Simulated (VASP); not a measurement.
Set up this calculation in VASP 6.6.1, as the native input.

| Property | Result |
| --- | --- |
| Task | single point |
| Functional | PBEsol |
| Potentials or basis | VASP PAW PBE potentials, release 64 (Ca_sv, Se) |
| Cutoff | 520 eV |
| k mesh | 8 × 8 × 8 |
| Occupations | gaussian, width 0.01 eV |
| Spin | no spin polarisation |
| Dipole correction | no |
| Further INCAR settings | ALGO = Normal; EDIFF = 1e-07; NBANDS = 15 |

The structure of CaSe lies in POSCAR:

```
CaSe
1.0
    0.0000000000      2.8310888239      2.8310888239
    2.8310888239      0.0000000000      2.8310888239
    2.8310888239      2.8310888239      0.0000000000
Ca Se
1 1
Direct
    0.0000000000      0.0000000000      0.0000000000
    0.5000000000      0.5000000000      0.5000000000
```

One way to write it, as run:

INCAR

```
  PREC = Accurate
  ENCUT = 520
  EDIFF = 1E-7
  ISMEAR = 0
  SIGMA = 0.01
  LREAL = F
  LASPH = T
  NELM = 80
  ALGO = Normal
  ISIF = 2
  LWAVE = F
  LCHARG = F
  GGA = PS
  NBANDS = 15
```

KPOINTS

```
regular mesh
0
Gamma
  8 8 8
```

Potentials or basis: VASP PAW PBE potentials, release 64 (Ca_sv, Se).

Command:

```bash
$ cat potpaw_PBE.64/Ca_sv/POTCAR potpaw_PBE.64/Se/POTCAR > POTCAR
$ mpirun -np 1 vasp_std > vasp.out
```

It gave:

```
Pressure               : 7.3 GPa
Band gap on the k mesh : 1.54 eV, indirect (least direct gap 2.61 eV)
```

Caveat: the PAW data sets were made with another functional, which shifts forces and pressure a little.

Run time: 22 s on 1 thread of Intel Xeon 6975P-C, with other jobs on the host, peak memory 0.18 GiB.
